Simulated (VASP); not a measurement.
A run of VASP 6.6.1:

Contents of INCAR:

```
SYSTEM = Ge
PREC = Accurate
ENCUT = 520
EDIFF = 1E-6
ISMEAR = 0
SIGMA = 0.1
LREAL = .False.
LASPH = .True.
NELM = 100
ALGO = Normal
ISIF = 2
LWAVE = .False.
LCHARG = .False.
GGA = PE
NBANDS = 36
```

The input KPOINTS:

```
regular mesh
0
Gamma
  10 10 12
  0 0 0
```

Contents of POSCAR:

```
Ge
1.0
    4.8914164264      0.0000000000      0.0000000000
    0.0000000000      4.8914164264      0.0000000000
    0.0000000000      0.0000000000      3.9520007331
Ge
4
Direct
    0.0000000000      0.3422002963      0.5000000000
    0.0000000000      0.6577997037      0.0000000000
    0.3422002963      0.0000000000      0.7500000000
    0.6577997037      0.0000000000      0.2500000000
```

Potentials or basis: VASP PAW PBE potentials, release 64 (Ge_d).

The run is started by

```sh
$ cat potpaw_PBE.64/Ge_d/POTCAR > POTCAR
$ mpirun -np 1 vasp_std > vasp.out
```

Hardware: 1 thread of AMD EPYC 9R45 96-Core Processor (Zen 5), with other jobs on the host.

Task: Estimate the wall time of this run.

Result: Run time: 3.4 min on 1 thread of AMD EPYC 9R45 96-Core Processor (Zen 5), with other jobs on the host, peak memory 0.41 GiB. Counts: scf iterations 13, k points 147.
